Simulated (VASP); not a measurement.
Here is a VASP 6.6.1 calculation.

Contents of INCAR:

```
SYSTEM = Ge
PREC = Accurate
ENCUT = 500
EDIFF = 1E-6
ISMEAR = -1
SIGMA = 0.02
LREAL = .False.
LASPH = .True.
NELM = 120
ALGO = Normal
ISIF = 2
LWAVE = .False.
LCHARG = .False.
GGA = PS
NBANDS = 21
GGA_COMPAT = .False.
```

File KPOINTS:

```
regular mesh
0
Gamma
  5 5 5
  0 0 0
```

Contents of POSCAR:

```
Ge
1.0
    0.0000000000      2.8420406234      2.8420406234
    2.8420406234      0.0000000000      2.8420406234
    2.8420406234      2.8420406234      0.0000000000
Ge
2
Direct
    0.0000000000      0.0000000000      0.0000000000
    0.2500000000      0.2500000000      0.2500000000
```

Potentials or basis: VASP PAW PBE potentials, release 64 (Ge_d).

Run with:

```bash
$ cat potpaw_PBE.64/Ge_d/POTCAR > POTCAR
$ mpirun -np 1 vasp_std > vasp.out
```

(1) Estimate the pressure.

(2) Estimate the band gap on the k mesh.

## Answers

(1) -0.5 GPa.

(2) zero (filled and empty bands touch).

Caveat: the k points lie up to 0.38 Å⁻¹ apart; the PAW data sets were made with another functional, which shifts forces and pressure a little.
